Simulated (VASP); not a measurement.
Set up this calculation in VASP 6.6.1, as the native input.

| Quantity | Value |
| --- | --- |
| Task | single point |
| Functional | LDA |
| Potentials or basis | VASP PAW LDA potentials, release 64 (Cu, O) |
| Cutoff | 520 eV |
| k mesh | 10 × 10 × 6 |
| Occupations | fermi-dirac, width 0.05 eV |
| Spin | no spin polarisation |
| Dipole correction | no |
| Further INCAR settings | ALGO = Normal; EDIFF = 1e-06; NBANDS = 32 |

The structure of CuO2 lies in POSCAR:

```
CuO2
1.0
    1.4126150000     -5.2107470000      0.0000000000
    1.4126150000      5.2107470000      0.0000000000
    0.0000000000      0.0000000000      4.3434240000
Cu O
2 4
Direct
    0.1672530000      0.8327470000      0.7500000000
    0.8327470000      0.1672530000      0.2500000000
    0.7889700000      0.2110300000      0.7500000000
    0.2110300000      0.7889700000      0.2500000000
    0.5514860000      0.4485140000      0.7500000000
    0.4485140000      0.5514860000      0.2500000000
```

One way to write it, as run:

INCAR

```
PREC     = Accurate       # precision mode
ENCUT    = 520            # plane-wave cutoff, eV
EDIFF    = 1E-6           # SCF threshold, eV
ISMEAR   = -1             # smearing method
SIGMA    = 0.05           # smearing width, eV
LREAL    = False          # projectors in reciprocal space
LASPH    = True           # aspherical terms in the spheres
NELM     = 80             # most SCF steps
ALGO     = Normal         # electronic algorithm
ISIF     = 2              # what is computed and relaxed
LWAVE    = False          # write WAVECAR
LCHARG   = False          # write CHGCAR
GGA      = CA             # functional
NBANDS   = 32             # bands
```

KPOINTS

```
regular mesh
0
Gamma
  10 10 6
```

Potentials or basis: VASP PAW LDA potentials, release 64 (Cu, O).

Command:

```sh
$ cat potpaw_LDA.64/Cu/POTCAR potpaw_LDA.64/O/POTCAR > POTCAR
$ mpirun -np 1 vasp_std > vasp.out
```

It gave:

* Pressure: -13.7 GPa
* Largest force: 0.689 eV/Å
* Band gap on the k mesh: zero (band 23 reaches 2.54 eV, above the bottom of band 24 at 2.03 eV)

Caveat: semilocal functionals often make such compounds metallic where correlation or magnetic order opens a gap, which also shifts bond lengths.

It took 2.6 min on 1 thread of Intel(R) Xeon(R) 6975P-C (Granite Rapids), with other jobs on the host, peak memory 0.32 GiB.
